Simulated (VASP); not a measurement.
# Mg (I4/mmm) in VASP: notebook

Mg is run at these levels: PBE; tasks: single point.

Program: VASP 6.6.1. These are calculated values, not measurements. Logs are shortened: lines on timing, memory, paths and dates and some standing lists are left out, and cuts for length are marked.

## (1) The cell of the first run

The structure is tetragonal, space group I4/mmm (No. 139). The conventional cell has a = 3.500 Å, b = 3.500 Å, c = 3.273 Å, α = 90.00°, β = 90.00°, γ = 90.00°. Within 3.9 Å of Mg (site symmetry 4/mmm) lie 14 Mg at 2.97 to 3.50 Å.

## (2) Single point, PBE

The input, INCAR:

```
SYSTEM = Mg
  PREC = Accurate
  ENCUT = 520
  EDIFF = 1E-6
  ISMEAR = 0
  SIGMA = 0.15
  LREAL = .FALSE.
  LASPH = .TRUE.
  NELM = 80
  ALGO = Normal
  ISIF = 2
  LWAVE = .FALSE.
  LCHARG = .FALSE.
  GGA = PE
  NBANDS = 7
```

The input, KPOINTS:

```
Automatic mesh
0
G
  18 18 18
  0 0 0
```

The input, POSCAR:

```
Mg
1.0
   -1.7499000000      1.7499000000      1.6366500000
    1.7499000000     -1.7499000000      1.6366500000
    1.7499000000      1.7499000000     -1.6366500000
Mg
1
Direct
    0.0000000000      0.0000000000      0.0000000000
```

Potentials or basis: VASP PAW PBE potentials, release 64 (Mg).

Launch:

```bash
$ cat potpaw_PBE.64/Mg/POTCAR > POTCAR
$ mpirun -np 1 vasp_std > vasp.out
```

OUTCAR:

```text
SYSTEM = Mg
   PREC = Accurate
   ENCUT = 520
   EDIFF = 1E-6
   ISMEAR = 0
   LREAL = .FALSE.
   LASPH = .TRUE.
   NELM = 80
   ISIF = 2
   GGA = PE

 ion  position               nearest neighbor table
   1  0.000  0.000  0.000-

  LATTYP: Found a body centered tetragonal cell.
 ALAT       =     3.4998000000
 C/A-ratio  =     0.9352820161

  Lattice vectors:

 A1 = (  -1.7499000000,   1.7499000000,   1.6366500000)
 A2 = (   1.7499000000,  -1.7499000000,   1.6366500000)
 A3 = (   1.7499000000,   1.7499000000,  -1.6366500000)

Analysis of symmetry for initial positions (statically):
=====================================================================
 Subroutine PRICEL returns:
 Original cell was already a primitive cell.

 Routine SETGRP: Setting up the symmetry group for a
 body centered tetragonal supercell.

 Subroutine GETGRP returns: Found 16 space group operations
 (whereof 16 operations were pure point group operations)
 out of a pool of 16 trial point group operations.

The static configuration has the point symmetry D_4h.

Analysis of symmetry for dynamics (positions and initial velocities):
=====================================================================
 Subroutine PRICEL returns:
 Original cell was already a primitive cell.

 Routine SETGRP: Setting up the symmetry group for a
 body centered tetragonal supercell.

 Subroutine GETGRP returns: Found 16 space group operations
 (whereof 16 operations were pure point group operations)
 out of a pool of 16 trial point group operations.

The dynamic configuration has the point symmetry D_4h.

 Subroutine INISYM returns: Found 16 space group operations
 (whereof 16 operations are pure point group operations),
 and found     1 'primitive' translations

----------------------------------------------------------------------------------------

                                     Primitive cell

  volume of cell :      20.0467

  direct lattice vectors                    reciprocal lattice vectors
    -1.749900000  1.749900000  1.636650000     0.000000000  0.285730613  0.305502093
     1.749900000 -1.749900000  1.636650000     0.285730613  0.000000000  0.305502093
     1.749900000  1.749900000 -1.636650000     0.285730613  0.285730613  0.000000000

  length of vectors
     2.966972066  2.966972066  2.966972066     0.418298353  0.418298353  0.404084108

  position of ions in fractional coordinates (direct lattice)
     0.000000000  0.000000000  0.000000000

  ion indices of the primitive-cell ions
   primitive index   ion index
                 1           1

----------------------------------------------------------------------------------------

 KPOINTS: Automatic mesh

Automatic generation of k-mesh.
 Grid dimensions read from file:
 generate k-points for:   18   18   18

 Generating k-lattice:

  Cartesian coordinates                     Fractional coordinates (reciprocal lattice)
     0.000000000  0.015873923  0.016972338     0.055555556  0.000000000  0.000000000
     0.015873923  0.000000000  0.016972338     0.000000000  0.055555556  0.000000000
     0.015873923  0.015873923  0.000000000     0.000000000  0.000000000  0.055555556

  Length of vectors
     0.023238797  0.023238797  0.022449117

  Shift w.r.t. Gamma in fractional coordinates (k-lattice)
     0.000000000  0.000000000  0.000000000

 Subroutine IBZKPT returns following result:
 ===========================================

 Found    480 irreducible k-points:

 Following reciprocal coordinates:
            Coordinates               Weight
  0.000000  0.000000  0.000000      1.000000
  0.055556 -0.000000  0.000000      8.000000
  0.111111 -0.000000  0.000000      8.000000
  0.166667 -0.000000  0.000000      8.000000
  0.222222 -0.000000  0.000000      8.000000
  0.277778 -0.000000  0.000000      8.000000
[... 16 lines left out ...]
 -0.277778  0.055556  0.000000     16.000000
 -0.222222  0.055556 -0.000000     16.000000
 [... further k-points ...]
   k-points           NKPTS =    480   k-points in BZ     NKDIM =    480   number of bands    NBANDS=      7
   number of dos      NEDOS =    301   number of ions     NIONS =      1
   total plane-waves  NPLWV =  13824
   dimension x,y,z NGX =    24 NGY =   24 NGZ =   24
   dimension x,y,z NGXF=    48 NGYF=   48 NGZF=   48
   ions per type =               1
   NGX,Y,Z   is equivalent  to a cutoff of  13.45, 13.45, 13.45 a.u.
   NGXF,Y,Z  is equivalent  to a cutoff of  26.90, 26.90, 26.90 a.u.
 SYSTEM =  Mg
   PREC   = accura    normal or accurate (medium, high low for compatibility)
   ISTART =      0    job   : 0-new  1-cont  2-samecut
   ICHARG =      2    charge: 1-file 2-atom 10-const
   ISPIN  =      1    spin polarized calculation?
   LNONCOLLINEAR =      F non collinear calculations
   LSORBIT =      F    spin-orbit coupling
   LASPH  =      T    aspherical Exc in radial PAW
   ENCUT  =  520.0 eV  38.22 Ry    6.18 a.u.   5.52  5.52  5.52*2*pi/ulx,y,z
   NELM   =     80;   NELMIN=  2; NELMDL= -5     # of ELM steps
   EDIFF  = 0.1E-05   stopping-criterion for ELM
   LREAL  =      F    real-space projection
   EDIFFG = 0.1E-04   stopping-criterion for IOM
   NSW    =      0    number of steps for IOM
   IBRION =     -1    ionic relax: 0-MD 1-quasi-New 2-CG
   NFREE  =      0    steps in history (QN), initial steepest desc. (CG)
   ISIF   =      2    stress and relaxation
   ISYM   =      2    0-nonsym 1-usesym 2-fastsym
   POTIM  = 0.5000    time-step for ionic-motion
   TEBEG  =    0.0;   TEEND  =   0.0 temperature during run
   PSTRESS=    0.0 pullay stress
   NELECT =       2.0000    total number of electrons
   NUPDOWN=      -1.0000    fix difference up-down
   EMIN   =  10.00;   EMAX   =-10.00  energy-range for DOS
   EFERMI =   0.00;   METHOD = LEGACY
   ISMEAR =     0;   SIGMA  =   0.15  broadening in eV -4-tet -1-fermi 0-gaus
   EFERMI_NEDOS =   21; number of points for ismear=-14 and -15
   IALGO  =     38    algorithm
   IMIX   =      4    mixing-type and parameters
     AMIX     =   0.40;   BMIX     =  1.00
     AMIX_MAG =   1.60;   BMIX_MAG =  1.00
  volume/ion in A,a.u.               =      20.05       135.28
  Fermi-wavevector in a.u.,A,eV,Ry     =   0.759284  1.434838  7.843918  0.576512
  Thomas-Fermi vector in A             =   1.858044
   LORBIT       =      0    0 simple, 1 ext, 2 COOP (PROOUT), +10 PAW based schemes
   GGA     = PE    functional components
   LHFCALC =     F    Hartree Fock is set to
   AEXX    =    0.0000 exact exchange contribution
   IVDW    =     0    specifies the selected vdW correction
   LEPSILON=     F    determine dielectric tensor
   LRPA    =     F    only Hartree local field effects (RPA)
 non-spin polarized calculation
 Gauss-broadening in eV      SIGMA  =   0.15
  energy-cutoff  :      520.00
  volume of cell :       20.05
 maximum number of plane-waves:       562
 NGX is ok and might be reduce to    24
   NGX = 11   NGY = 11   NGZ = 11

 number of electron       2.0000000 magnetization

 Free energy of the ion-electron system (eV)
  ---------------------------------------------------
  ext. energy  EPLUGINS =         0.00000000
  ---------------------------------------------------
  free energy    TOTEN  =        -1.43097148 eV

  energy without entropy =       -1.42627003  energy(sigma->0) =       -1.42862076

 E-fermi :   3.3987     XC(G=0):  -8.9238

 val. band max:        3.3955544391   @ k =  -0.3333  -0.3333   0.0556
 cond. band min:       3.3992578661   @ k =   0.5000   0.3889   0.0556
 fundamental gap:      0.0037034270
 Fermi energy:         3.3986621438

 k-point     1 :       0.0000    0.0000    0.0000
  band No.  band energies     occupation
      1      -4.1512      2.00000
      2      16.4184      0.00000
      3      17.9171      0.00000
      4      17.9171      0.00000
      5      18.7179      0.00000
      6      19.5158      0.00000
      7      19.5158      0.00000

 k-point     2 :       0.0556   -0.0000    0.0000
  band No.  band energies     occupation
      1      -4.0696      2.00000
      2      16.0691      0.00000
      3      16.9548      0.00000
      4      17.4804      0.00000
      5      18.0555      0.00000
      6      19.5192      0.00000
      7      19.9937      0.00000

 k-point     3 :       0.1111   -0.0000    0.0000
  band No.  band energies     occupation
      1      -3.8254      2.00000
      2      14.9534      0.00000
      3      15.3514      0.00000
      4      16.6448      0.00000
      5      17.2340      0.00000
      6      18.8319      0.00000
      7      20.4591      0.00000

 k-point     4 :       0.1667   -0.0000    0.0000
  band No.  band energies     occupation
      1      -3.4199      2.00000
      2      12.8408      0.00000
      3      14.5848      0.00000
      4      15.8106      0.00000
      5      16.4285      0.00000
      6      18.2277      0.00000
      7      20.8563      0.00000

 k-point     5 :       0.2222   -0.0000    0.0000
  band No.  band energies     occupation
      1      -2.8556      2.00000
      2      10.7918      0.00000
      3      13.8763      0.00000
      4      15.0852      0.00000
      5      15.7204      0.00000
      6      17.6323      0.00000
      7      21.2885      0.00000
[... 161 lines left out ...]
 k-point    22 :      -0.3333    0.0556   -0.0000
  band No.  band energies     occupation
      1      -1.6912      2.00000
      2       8.0182      0.00000
      3      12.0280      0.00000
      4      14.2878      0.00000
      5      15.2172      0.00000
      6      17.6979      0.00000
      7      22.4568      0.00000

 k-point    23 :      -0.2778    0.0556    0.0000
  band No.  band energies     occupation
      1      -2.4815      2.00000
      2       9.8950      0.00000
      3      12.5501      0.00000
      4      14.8573      0.00000
      5      15.7194      0.00000
      6      18.2369      0.00000
      7      21.6205      0.00000

 k-point    24 :      -0.2222    0.0556   -0.0000
  band No.  band energies     occupation
      1      -3.1185      2.00000
      2      11.8593      0.00000
      3      13.2239      0.00000
      4      15.5411      0.00000
      5      16.3395      0.00000
      6      18.8113      0.00000
      7      20.9377      0.00000

 [... further k-points ...]

------------------------ aborting loop because EDIFF is reached ----------------------------------------

  FORCE on cell =-STRESS in cart. coord.  units (eV):
  Direction    XX          YY          ZZ          XY          YZ          ZX
  --------------------------------------------------------------------------------------
  -------------------------------------------------------------------------------------
  Total        0.7341842      0.7341842      0.8244429      0.0000000      0.0000000      0.0000000
  in kB       58.6777367     58.6777367     65.8914222      0.0000000      0.0000000      0.0000000
  external PRESSURE =      61.0822986 kB  Pullay stress =       0.0000000 kB

 VOLUME and BASIS-vectors are now :
 -----------------------------------------------------------------------------
  energy-cutoff  :      520.00
  volume of cell :       20.05
      direct lattice vectors                 reciprocal lattice vectors
    -1.749900000  1.749900000  1.636650000     0.000000000  0.285730613  0.305502093
     1.749900000 -1.749900000  1.636650000     0.285730613  0.000000000  0.305502093
     1.749900000  1.749900000 -1.636650000     0.285730613  0.285730613  0.000000000

 POSITION                                       TOTAL-FORCE (eV/Angst)
 -----------------------------------------------------------------------------------
      0.00000      0.00000      0.00000        -0.000000      0.000000      0.000000
 -----------------------------------------------------------------------------------
    total drift:                                0.000000      0.000000      0.000000

  FREE ENERGIE OF THE ION-ELECTRON SYSTEM (eV)
  ---------------------------------------------------
  free  energy   TOTEN  =        -1.4309714844 eV

  energy  without entropy=       -1.4262700322  energy(sigma->0) =       -1.42862076
```

Wall time 49 s (1 thread of Intel Xeon 8259CL, shared host); peak memory 0.2 GiB.

Results:

* Free energy: -1.4310 eV
* Pressure: 6.1 GPa
* Band gap on the k mesh: zero (bands 1 and 2 overlap by 4.90 eV)

Caveat: the cell stands under pressure.

## (3) Single point, PBE

This run uses another cell than the first one, of 20.22 Å³/atom.

The input, INCAR:

```
ALGO = Normal
EDIFF = 1E-6
ENCUT = 520
GGA = PE
ISIF = 2
ISMEAR = 0
LASPH = T
LCHARG = F
LREAL = F
LWAVE = F
NBANDS = 7
NELM = 100
PREC = Accurate
SIGMA = 0.15
```

The input, KPOINTS:

```
k-points
0
Gamma
  18 18 18
```

The input, POSCAR:

```
Mg
1.0
   -1.8355548414      1.8355548414      1.5003000000
    1.8355548414     -1.8355548414      1.5003000000
    1.8355548414      1.8355548414     -1.5003000000
Mg
1
Direct
    0.0000000000      0.0000000000      0.0000000000
```

Potentials or basis: VASP PAW PBE potentials, release 64 (Mg).

Launch:

```bash
$ cat potpaw_PBE.64/Mg/POTCAR > POTCAR
$ mpirun -np 1 vasp_std > vasp.out
```

It took 49 s on 1 thread of Intel Xeon 8259CL, shared host; peak memory 0.19 GiB.

The run converged. Its results:

```yaml
Free_energy: -1.4099 eV
Pressure: 6.5 GPa
Band_gap_on_the_k_mesh: zero (bands 1 and 2 overlap by 4.70 eV)
```

Stress tensor (GPa, compression positive):
```
 4.69  0.00  0.00
 0.00  4.69  0.00
 0.00  0.00 10.15
```

Levels at points of the mesh, in eV from the Fermi level:
```tsv
k point	band 1	band 2	band 3	band 4	band 5
(0.00, 0.00, 0.00)	-7.48	11.25	13.77	13.96	13.96
(0.50, 0.00, 0.00)	-1.19	-0.21	8.09	9.47	9.97
(0.50, 0.50, 0.00)	-2.23	-1.82	12.25	13.40	13.49
(0.50, 0.50, 0.50)	2.70	2.70	3.09	4.00	8.27
```

Caveat: the cell stands under pressure.
